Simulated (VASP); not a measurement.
A run of VASP 6.6.1:

File INCAR:

```
SYSTEM = Li
PREC = Accurate ; ENCUT = 520
EDIFF = 1E-6 ; ISMEAR = -1
SIGMA = 0.08 ; LREAL = .FALSE.
LASPH = .TRUE. ; NELM = 100
ALGO = Normal ; ISIF = 2
LWAVE = .FALSE. ; LCHARG = .FALSE.
GGA = PE ; NBANDS = 8
```

File KPOINTS:

```
regular mesh
0
G
  15 15 15
  0 0 0
```

Contents of POSCAR:

```
Li
1.0
   -1.7850000000      1.7850000000      1.7500000000
    1.7850000000     -1.7850000000      1.7500000000
    1.7850000000      1.7850000000     -1.7500000000
Li
1
Direct
    0.0000000000      0.0000000000      0.0000000000
```

Potentials or basis: VASP PAW PBE potentials, release 64 (Li_sv).

Launch:

```sh
$ cat potpaw_PBE.64/Li_sv/POTCAR > POTCAR
$ mpirun -np 1 vasp_std > vasp.out
```

Hardware: 1 thread of Intel(R) Xeon(R) 6975P-C (Granite Rapids), on a shared host.

**Question.** How long does it take, and how much memory?

**Answer.** It took 8.5 s on 1 thread of Intel(R) Xeon(R) 6975P-C (Granite Rapids), on a shared host, peak memory 0.15 GiB. Counts: scf iterations 8, k points 288.
